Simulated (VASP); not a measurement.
# Co (P6_3/mmc) in VASP: a series of runs

The runs below take Co through single point, with LDA.

Everything below comes from runs of VASP 6.6.1. Logs are shortened: lines on timing, memory, paths and dates and some standing lists are left out, and cuts for length are marked.

### 1 The cell of the first run

It takes space group P6_3/mmc (No. 194, hexagonal). The conventional cell has a = 2.400 Å, b = 2.400 Å, c = 3.866 Å, α = 90.00°, β = 90.00°, γ = 120.00°. Co (site symmetry -6m2) has 12 Co at 2.38 to 2.40 Å within 3.1 Å.

### 2 Single point, LDA

INCAR

```
SYSTEM = Co
ALGO     = Normal         ! electronic algorithm
EDIFF    = 1E-6           ! SCF threshold, eV
ENCUT    = 520            ! plane-wave cutoff, eV
GGA      = CA             ! functional
ISIF     = 2              ! what is computed and relaxed
ISMEAR   = -1             ! smearing method
LASPH    = .True.         ! aspherical terms in the spheres
LCHARG   = .True.         ! write CHGCAR
LELF     = .True.         ! ELF
LREAL    = .False.        ! projectors in reciprocal space
LVHAR    = .True.       
LWAVE    = .False.        ! write WAVECAR
NBANDS   = 16             ! bands
NELM     = 80             ! most SCF steps
PREC     = Accurate       ! precision mode
SIGMA    = 0.6            ! smearing width, eV
```

KPOINTS

```
k-points
0
Gamma
  15 15 8
  0 0 0
```

POSCAR

```
Co
1.0
    2.3995686430      0.0000000000      0.0000000000
   -1.1997843215      2.0780874030      0.0000000000
    0.0000000000      0.0000000000      3.8656883379
Co
2
Direct
    0.3333333333      0.6666666667      0.2500000000
    0.6666666667      0.3333333333      0.7500000000
```

Potentials or basis: VASP PAW LDA potentials, release 64 (Co).

Started as:

```bash
$ cat potpaw_LDA.64/Co/POTCAR > POTCAR
$ mpirun -np 1 vasp_std > vasp.out
```

OUTCAR:

```text
SYSTEM = Co
   EDIFF = 1E-6
   ENCUT = 520
   GGA = CA
   ISIF = 2
   ISMEAR = -1
   LASPH = .True.
   LREAL = .False.
   NELM = 80
   PREC = Accurate

 ion  position               nearest neighbor table
   1  0.333  0.667  0.250-   2 2.38   2 2.38   2 2.38   2 2.38   2 2.38   2 2.38
   2  0.667  0.333  0.750-   1 2.38   1 2.38   1 2.38   1 2.38   1 2.38   1 2.38

  LATTYP: Found a hexagonal cell.
 ALAT       =     2.3995686430
 C/A-ratio  =     1.6109930213

  Lattice vectors:

 A1 = (   2.3995686430,   0.0000000000,   0.0000000000)
 A2 = (  -1.1997843215,   2.0780874030,   0.0000000000)
 A3 = (   0.0000000000,   0.0000000000,   3.8656883379)

Analysis of symmetry for initial positions (statically):
=====================================================================
 Subroutine PRICEL returns:
 Original cell was already a primitive cell.

 Routine SETGRP: Setting up the symmetry group for a
 hexagonal supercell.

 Subroutine GETGRP returns: Found 24 space group operations
 (whereof 12 operations were pure point group operations)
 out of a pool of 24 trial point group operations.

The static configuration has the point symmetry D_3d.
 The point group associated with its full space group is D_6h.

Analysis of symmetry for dynamics (positions and initial velocities):
=====================================================================
 Subroutine PRICEL returns:
 Original cell was already a primitive cell.

 Routine SETGRP: Setting up the symmetry group for a
 hexagonal supercell.

 Subroutine GETGRP returns: Found 24 space group operations
 (whereof 12 operations were pure point group operations)
 out of a pool of 24 trial point group operations.

The dynamic configuration has the point symmetry D_3d.
 The point group associated with its full space group is D_6h.

 Subroutine INISYM returns: Found 24 space group operations
 (whereof 12 operations are pure point group operations),
 and found     1 'primitive' translations

----------------------------------------------------------------------------------------

                                     Primitive cell

  volume of cell :      19.2763

  direct lattice vectors                    reciprocal lattice vectors
     2.399568643  0.000000000  0.000000000     0.416741568  0.240605857  0.000000000
    -1.199784321  2.078087403  0.000000000     0.000000000  0.481211713  0.000000000
     0.000000000  0.000000000  3.865688338     0.000000000  0.000000000  0.258686141

  length of vectors
     2.399568643  2.399568643  3.865688338     0.481211714  0.481211713  0.258686141

  position of ions in fractional coordinates (direct lattice)
     0.333333333  0.666666667  0.250000000
     0.666666667  0.333333333  0.750000000

  ion indices of the primitive-cell ions
   primitive index   ion index
                 1           1
                 2           2

----------------------------------------------------------------------------------------

 KPOINTS: k-points

Automatic generation of k-mesh.
 Grid dimensions read from file:
 generate k-points for:   15   15    8

 Generating k-lattice:

  Cartesian coordinates                     Fractional coordinates (reciprocal lattice)
     0.027782771  0.016040390  0.000000000     0.066666667  0.000000000  0.000000000
     0.000000000  0.032080781  0.000000000     0.000000000  0.066666667  0.000000000
     0.000000000  0.000000000  0.032335768     0.000000000  0.000000000  0.125000000

  Length of vectors
     0.032080781  0.032080781  0.032335768

  Shift w.r.t. Gamma in fractional coordinates (k-lattice)
     0.000000000  0.000000000  0.000000000

 Subroutine IBZKPT returns following result:
 ===========================================

 Found    135 irreducible k-points:

 Following reciprocal coordinates:
            Coordinates               Weight
  0.000000  0.000000  0.000000      1.000000
  0.066667  0.000000  0.000000      6.000000
  0.133333  0.000000  0.000000      6.000000
  0.200000  0.000000  0.000000      6.000000
  0.266667  0.000000  0.000000      6.000000
  0.333333  0.000000  0.000000      6.000000
[... 16 lines left out ...]
  0.333333  0.200000  0.000000     12.000000
  0.400000  0.200000  0.000000      6.000000
 [... further k-points ...]
   k-points           NKPTS =    135   k-points in BZ     NKDIM =    135   number of bands    NBANDS=     16
   number of dos      NEDOS =    301   number of ions     NIONS =      2
   total plane-waves  NPLWV =   9720
   dimension x,y,z NGX =    18 NGY =   18 NGZ =   30
   dimension x,y,z NGXF=    36 NGYF=   36 NGZF=   60
   ions per type =               2
   NGX,Y,Z   is equivalent  to a cutoff of  12.47, 12.47, 12.90 a.u.
   NGXF,Y,Z  is equivalent  to a cutoff of  24.94, 24.94, 25.80 a.u.
 SYSTEM =  Co
   PREC   = accura    normal or accurate (medium, high low for compatibility)
   ISTART =      0    job   : 0-new  1-cont  2-samecut
   ICHARG =      2    charge: 1-file 2-atom 10-const
   ISPIN  =      1    spin polarized calculation?
   LNONCOLLINEAR =      F non collinear calculations
   LSORBIT =      F    spin-orbit coupling
   LASPH  =      T    aspherical Exc in radial PAW
   ENCUT  =  520.0 eV  38.22 Ry    6.18 a.u.   4.46  4.46  7.19*2*pi/ulx,y,z
   NELM   =     80;   NELMIN=  2; NELMDL= -5     # of ELM steps
   EDIFF  = 0.1E-05   stopping-criterion for ELM
   LREAL  =      F    real-space projection
   EDIFFG = 0.1E-04   stopping-criterion for IOM
   NSW    =      0    number of steps for IOM
   IBRION =     -1    ionic relax: 0-MD 1-quasi-New 2-CG
   NFREE  =      0    steps in history (QN), initial steepest desc. (CG)
   ISIF   =      2    stress and relaxation
   ISYM   =      2    0-nonsym 1-usesym 2-fastsym
   POTIM  = 0.5000    time-step for ionic-motion
   TEBEG  =    0.0;   TEEND  =   0.0 temperature during run
   PSTRESS=    0.0 pullay stress
   NELECT =      18.0000    total number of electrons
   NUPDOWN=      -1.0000    fix difference up-down
   EMIN   =  10.00;   EMAX   =-10.00  energy-range for DOS
   EFERMI =   0.00;   METHOD = LEGACY
   ISMEAR =    -1;   SIGMA  =   0.60  broadening in eV -4-tet -1-fermi 0-gaus
   EFERMI_NEDOS =   21; number of points for ismear=-14 and -15
   IALGO  =     38    algorithm
   IMIX   =      4    mixing-type and parameters
     AMIX     =   0.40;   BMIX     =  1.00
     AMIX_MAG =   1.60;   BMIX_MAG =  1.00
  volume/ion in A,a.u.               =       9.64        65.04
  Fermi-wavevector in a.u.,A,eV,Ry     =   1.600139  3.023824 34.836969  2.560445
  Thomas-Fermi vector in A             =   2.697322
   LORBIT       =      0    0 simple, 1 ext, 2 COOP (PROOUT), +10 PAW based schemes
   GGA     = CA    functional components
   LHFCALC =     F    Hartree Fock is set to
   AEXX    =    0.0000 exact exchange contribution
   IVDW    =     0    specifies the selected vdW correction
   LEPSILON=     F    determine dielectric tensor
   LRPA    =     F    only Hartree local field effects (RPA)
 non-spin polarized calculation
  energy-cutoff  :      520.00
  volume of cell :       19.28
 maximum number of plane-waves:       543
 NGX is ok and might be reduce to    18
   NGX =  9   NGY =  9   NGZ = 15

 number of electron      18.0000022 magnetization

 Free energy of the ion-electron system (eV)
  ---------------------------------------------------
  ext. energy  EPLUGINS =         0.00000000
  ---------------------------------------------------
  free energy    TOTEN  =       -18.11644190 eV

  energy without entropy =      -14.69434330  energy(sigma->0) =      -16.40539260

 E-fermi :  11.9177     XC(G=0): -14.4603

 val. band max:       11.9162467554   @ k =   0.3333   0.2000   0.3750
 cond. band min:      11.9180913426   @ k =   0.1333   0.1333   0.3750
 fundamental gap:      0.0018445872
 Fermi energy:        11.9177384395

 k-point     1 :       0.0000    0.0000    0.0000
  band No.  band energies     occupation
      1       2.1873      2.00000
      2       6.4773      1.99977
      3       9.7337      1.94884
      4       9.7386      1.94843
      5       9.7386      1.94843
      6      10.1537      1.89958
[... 8 lines left out ...]
     15      38.1657      0.00000
     16      38.5254      0.00000

 k-point     2 :       0.0667    0.0000    0.0000
  band No.  band energies     occupation
      1       2.3584      2.00000
      2       6.5895      1.99972
      3       9.5019      1.96495
      4       9.8296      1.94024
      5       9.9377      1.92887
      6      10.1068      1.90679
[... 8 lines left out ...]
     15      36.1596      0.00000
     16      36.7597      0.00000

 k-point     3 :       0.1333    0.0000    0.0000
  band No.  band energies     occupation
      1       2.8594      2.00000
      2       6.8925      1.99954
      3       9.2129      1.97820
      4       9.7049      1.95118
      5       9.9410      1.92849
      6      10.0930      1.90880
[... 8 lines left out ...]
     15      34.6233      0.00000
     16      35.1293      0.00000

 k-point     4 :       0.2000    0.0000    0.0000
  band No.  band energies     occupation
      1       3.6496      2.00000
      2       7.2642      1.99914
      3       8.9231      1.98649
      4       8.9265      1.98642
      5       9.7856      1.94434
      6      10.1624      1.89820
[... 8 lines left out ...]
     15      32.6551      0.00000
     16      34.4442      0.00000
[... 324 lines left out ...]
 k-point    22 :       0.2667    0.2000    0.0000
  band No.  band energies     occupation
      1       6.8986      1.99953
      2       7.6287      1.99843
      3       7.8006      1.99791
      4       8.2214      1.99579
      5       9.3091      1.97446
      6       9.9270      1.93007
[... 8 lines left out ...]
     15      23.8350      0.00000
     16      29.8114      0.00000

 k-point    23 :       0.3333    0.2000    0.0000
  band No.  band energies     occupation
      1       7.4005      1.99893
      2       7.4888      1.99876
      3       7.6219      1.99845
      4       8.4828      1.99349
      5       9.3032      1.97471
      6       9.7150      1.95037
[... 8 lines left out ...]
     15      23.9978      0.00000
     16      27.7828      0.00000

 k-point    24 :       0.4000    0.2000    0.0000
  band No.  band energies     occupation
      1       7.4421      1.99885
      2       7.5297      1.99867
      3       7.5511      1.99862
      4       8.6383      1.99158
      5       9.3356      1.97332
      6       9.6054      1.95849
[... 8 lines left out ...]
     15      24.4584      0.00000
     16      26.5495      0.00000

 [... further k-points ...]

------------------------ aborting loop because EDIFF is reached ----------------------------------------

  FORCE on cell =-STRESS in cart. coord.  units (eV):
  Direction    XX          YY          ZZ          XY          YZ          ZX
  --------------------------------------------------------------------------------------
  -------------------------------------------------------------------------------------
  Total        1.7250985      1.7250985      1.9979784     -0.0000000      0.0000000      0.0000000
  in kB      143.3839853    143.3839853    166.0647805     -0.0000000      0.0000000      0.0000000
  external PRESSURE =     150.9442504 kB  Pullay stress =       0.0000000 kB

 VOLUME and BASIS-vectors are now :
 -----------------------------------------------------------------------------
  energy-cutoff  :      520.00
  volume of cell :       19.28
      direct lattice vectors                 reciprocal lattice vectors
     2.399568643  0.000000000  0.000000000     0.416741568  0.240605857  0.000000000
    -1.199784321  2.078087403  0.000000000     0.000000000  0.481211713  0.000000000
     0.000000000  0.000000000  3.865688338     0.000000000  0.000000000  0.258686141

 POSITION                                       TOTAL-FORCE (eV/Angst)
 -----------------------------------------------------------------------------------
     -0.00000      1.38539      0.96642         0.000000      0.000000      0.000000
      1.19978      0.69270      2.89927        -0.000000     -0.000000      0.000000
 -----------------------------------------------------------------------------------
    total drift:                                0.000000     -0.000000     -0.000000

  FREE ENERGIE OF THE ION-ELECTRON SYSTEM (eV)
  ---------------------------------------------------
  free  energy   TOTEN  =       -18.1164418981 eV

  energy  without entropy=      -14.6943433049  energy(sigma->0) =      -16.40539260
```

It took 63 s on 1 thread of AMD EPYC 7R13, shared host; peak memory 0.12 GiB.

What came out:

| Property | Result |
| --- | --- |
| Free energy | -18.1164 eV |
| Pressure | 15.1 GPa |
| Band gap on the k mesh | zero (bands 9 and 10 overlap by 1.76 eV) |

Stress tensor (GPa, compression positive):
```
14.34  0.00  0.00
 0.00 14.34  0.00
 0.00  0.00 16.61
```

Levels at points of the mesh, in eV from the Fermi level:
| k point | band 7 | band 8 | band 9 | band 10 | band 11 | band 12 |
| --- | --- | --- | --- | --- | --- | --- |
| (0.00, 0.00, 0.00) | -1.76 | -1.33 | -1.33 | -0.20 | 0.08 | 0.08 |
| (0.00, 0.00, 0.50) | -2.26 | -2.26 | -0.30 | -0.30 | -0.30 | -0.30 |

Caveat: the cell stands under pressure; so wide a smearing shifts energies and pressures; the run has no spin polarisation, though such a crystal can be magnetic.

(Continued in part 2 of 2.)
